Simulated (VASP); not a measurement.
Here is a VASP 6.6.1 calculation.

File INCAR:

```
ALGO = Normal
EDIFF = 1E-6
ENCUT = 520
GGA = PS
ISIF = 2
ISMEAR = -1
LASPH = T
LCHARG = T
LELF = T
LREAL = F
LVHAR = T
LWAVE = F
NBANDS = 38
NELM = 80
PREC = Accurate
SIGMA = 0.1
```

File KPOINTS:

```
k-points
0
Gamma
  8 8 5
```

File POSCAR:

```
TaSi2
1.0
    4.7624659837      0.0000000000      0.0000000000
   -2.3812329919      4.1244165266      0.0000000000
    0.0000000000      0.0000000000      6.5564145769
Ta Si
3 6
Direct
    0.5000000000      0.0000000000      0.0000000000
    0.5000000000      0.5000000000      0.6666666667
    0.0000000000      0.5000000000      0.3333333333
    0.1594569585      0.3189139169      0.0000000000
    0.8405430415      0.1594569585      0.6666666667
    0.6810860831      0.8405430415      0.3333333333
    0.8405430415      0.6810860831      0.0000000000
    0.1594569585      0.8405430415      0.6666666667
    0.3189139169      0.1594569585      0.3333333333
```

Potentials or basis: VASP PAW PBE potentials, release 64 (Ta_pv, Si).

Launch:

```console
$ cat potpaw_PBE.64/Ta_pv/POTCAR potpaw_PBE.64/Si/POTCAR > POTCAR
$ mpirun -np 1 vasp_std > vasp.out
```

Q: Estimate the pressure.

A: 0.2 GPa.

Q: Predict the band gap on the k mesh.

A: Zero (an odd number of electrons rules out a gap without spin polarisation).

Stress tensor (GPa, compression positive):
```
0.18 0.00 0.00
0.00 0.18 0.00
0.00 0.00 0.27
```

Caveat: the PAW data sets were made with another functional, which shifts forces and pressure a little; spin-orbit coupling is left out, which moves the levels of the heavy elements.
